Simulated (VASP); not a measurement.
# Al (Cmcm) in VASP: a series of runs, part 2 of 2

VASP 6.6.1. The steps go on from the part before.

### 3 Single point, PBE

Input file INCAR:

```
SYSTEM = Al
PREC = Accurate
ENCUT = 520
EDIFF = 1E-6
ISMEAR = 0
SIGMA = 0.1
LREAL = .False.
LASPH = .True.
NELM = 80
ALGO = Fast
ISIF = 2
LWAVE = .False.
LCHARG = .True.
GGA = PE
LELF = .True.
LVHAR = .True.
NBANDS = 22
```

Input file KPOINTS:

```
regular mesh
0
Gamma
  8 14 4
  0 0 0
```

Input file POSCAR:

```
Al
1.0
    5.4784375495      0.0000000000      0.0000000000
    0.0000000000      2.8265076084      0.0000000000
    0.0000000000      0.0000000000      8.9608308624
Al
8
Direct
    1.0000000000      0.2500000000      0.7500000000
    0.5000000000      0.2500000000      0.7500000000
    0.0000000000      0.7500000000      0.2500000000
    0.5000000000      0.7500000000      0.2500000000
    0.2500000000      0.2500000000      0.0209490659
    0.7500000000      0.2500000000      0.4790509341
    0.7500000000      0.7500000000      0.9790509341
    0.2500000000      0.7500000000      0.5209490659
```

Potentials or basis: VASP PAW PBE potentials, release 64 (Al).

Command:

```bash
$ cat potpaw_PBE.64/Al/POTCAR > POTCAR
$ mpirun -np 1 vasp_std > vasp.out
```

OUTCAR:

```text
SYSTEM = Al
   PREC = Accurate
   ENCUT = 520
   EDIFF = 1E-6
   ISMEAR = 0
   LREAL = .False.
   LASPH = .True.
   NELM = 80
   ISIF = 2
   GGA = PE

 ion  position               nearest neighbor table
   1  0.000  0.250  0.750-   2 2.74   2 2.74   6 2.79   5 2.79   8 2.84   7 2.84   8 2.84   7 2.84

   2  0.500  0.250  0.750-   1 2.74   1 2.74   6 2.79   5 2.79   8 2.84   7 2.84   8 2.84   7 2.84

   3  0.000  0.750  0.250-   4 2.74   4 2.74   8 2.79   7 2.79   6 2.84   5 2.84   6 2.84   5 2.84

   4  0.500  0.750  0.250-   3 2.74   3 2.74   8 2.79   7 2.79   6 2.84   5 2.84   6 2.84   5 2.84

   5  0.250  0.250  0.021-   1 2.79   2 2.79   3 2.84   4 2.84   3 2.84   4 2.84   7 3.11   7 3.11
                             7 3.11   7 3.11
   6  0.750  0.250  0.479-   1 2.79   2 2.79   3 2.84   4 2.84   3 2.84   4 2.84   8 3.11   8 3.11
                             8 3.11   8 3.11
   7  0.750  0.750  0.979-   3 2.79   4 2.79   1 2.84   2 2.84   1 2.84   2 2.84   5 3.11   5 3.11
                             5 3.11   5 3.11
   8  0.250  0.750  0.521-   3 2.79   4 2.79   1 2.84   2 2.84   1 2.84   2 2.84   6 3.11   6 3.11
                             6 3.11   6 3.11

  LATTYP: Found a simple orthorhombic cell.
 ALAT       =     2.8265076084
 B/A-ratio  =     1.9382355573
 C/A-ratio  =     3.1702836517

  Lattice vectors:

 A1 = (   0.0000000000,  -2.8265076084,   0.0000000000)
 A2 = (   5.4784375495,   0.0000000000,   0.0000000000)
 A3 = (   0.0000000000,   0.0000000000,   8.9608308624)

Analysis of symmetry for initial positions (statically):
=====================================================================
 Subroutine PRICEL returns following result:

  LATTYP: Found a base centered orthorhombic cell.
 ALAT       =     2.8265076084
 B/A-ratio  =     3.1702836517
 C/A-ratio  =     1.9382355573

  Lattice vectors:

 A1 = (   0.0000000000,  -1.4132538042,   4.4804154312)
 A2 = (   0.0000000000,  -1.4132538042,  -4.4804154312)
 A3 = (   5.4784375495,   0.0000000000,   0.0000000000)
[... 167 lines left out ...]
   GGA     = PE    functional components
   LHFCALC =     F    Hartree Fock is set to
   AEXX    =    0.0000 exact exchange contribution
   IVDW    =     0    specifies the selected vdW correction
   LEPSILON=     F    determine dielectric tensor
   LRPA    =     F    only Hartree local field effects (RPA)
 non-spin polarized calculation
 RMM-DIIS sequential band-by-band and
 Gauss-broadening in eV      SIGMA  =   0.10
  energy-cutoff  :      520.00
  volume of cell :      138.76
 maximum number of plane-waves:      3762
 NGX is ok and might be reduce to    42
   NGX = 21   NGY = 11   NGZ = 33

 number of electron      24.0000000 magnetization

 Free energy of the ion-electron system (eV)
  ---------------------------------------------------
  ext. energy  EPLUGINS =         0.00000000
  ---------------------------------------------------
  free energy    TOTEN  =       -29.42159158 eV

  energy without entropy =      -29.40580292  energy(sigma->0) =      -29.41369725

 E-fermi :   7.4132     XC(G=0):  -9.9961

 val. band max:        7.4079241412   @ k =   0.3750   0.2857   0.2500
 cond. band min:       7.4150582539   @ k =   0.0000   0.4286   0.2500
 fundamental gap:      0.0071341128
 Fermi energy:         7.4132335282

 k-point     1 :       0.0000    0.0000    0.0000
  band No.  band energies     occupation
      1      -3.3552      2.00000
      2      -1.5850      2.00000
      3      -1.4956      2.00000
      4       1.3538      2.00000
      5       1.5368      2.00000
      6       3.1058      2.00000
[... 589 lines left out ...]
     21      11.9271      0.00000
     22      12.1609      0.00000

 [... further k-points ...]

------------------------ aborting loop because EDIFF is reached ----------------------------------------

  FORCE on cell =-STRESS in cart. coord.  units (eV):
  Direction    XX          YY          ZZ          XY          YZ          ZX
  --------------------------------------------------------------------------------------
  -------------------------------------------------------------------------------------
  Total       -0.0045687     -0.0243358     -0.0474223     -0.0000000      0.0000000      0.0000000
  in kB       -0.0527532     -0.2809966     -0.5475680     -0.0000000      0.0000000      0.0000000
  external PRESSURE =      -0.2937726 kB  Pullay stress =       0.0000000 kB

 VOLUME and BASIS-vectors are now :
 -----------------------------------------------------------------------------
  energy-cutoff  :      520.00
  volume of cell :      138.76
      direct lattice vectors                 reciprocal lattice vectors
     5.478437549  0.000000000  0.000000000     0.182533796  0.000000000  0.000000000
     0.000000000  2.826507608  0.000000000     0.000000000  0.353793493  0.000000000
     0.000000000  0.000000000  8.960830862     0.000000000  0.000000000  0.111596794

 POSITION                                       TOTAL-FORCE (eV/Angst)
 -----------------------------------------------------------------------------------
      0.00000      0.70663      6.72062        -0.000000      0.000000      0.000000
      2.73922      0.70663      6.72062         0.000000      0.000000      0.000000
      0.00000      2.11988      2.24021         0.000000      0.000000      0.000000
      2.73922      2.11988      2.24021        -0.000000      0.000000     -0.000000
      1.36961      0.70663      0.18772        -0.000000     -0.000000      0.000117
      4.10883      0.70663      4.29269         0.000000     -0.000000     -0.000117
      4.10883      2.11988      8.77311        -0.000000      0.000000     -0.000117
      1.36961      2.11988      4.66814        -0.000000      0.000000      0.000117
 -----------------------------------------------------------------------------------
    total drift:                                0.000000     -0.000000      0.000000

  FREE ENERGIE OF THE ION-ELECTRON SYSTEM (eV)
  ---------------------------------------------------
  free  energy   TOTEN  =       -29.4215915777 eV

  energy  without entropy=      -29.4058029222  energy(sigma->0) =      -29.41369725
```

stdout:

```text
POSCAR found type information on POSCAR Al
 POSCAR found :  1 types and       8 ions
 scaLAPACK will be used
 LDA part: xc-table for (Slater+PW92), standard interpolation
 POSCAR, INCAR and KPOINTS ok, starting setup
 FFT: planning ... GRIDC
 FFT: planning ... GRID_SOFT
 FFT: planning ... GRID
 WAVECAR not read
 entering main loop
```

It took 3.6 min on 1 thread of Intel Xeon Platinum 8488C (Sapphire Rapids), shared host; peak memory 0.4 GiB.

Results:

- Free energy: -29.4216 eV
- Pressure: 0.0 GPa
- Band gap on the k mesh: zero (bands 12 and 13 overlap by 2.24 eV)
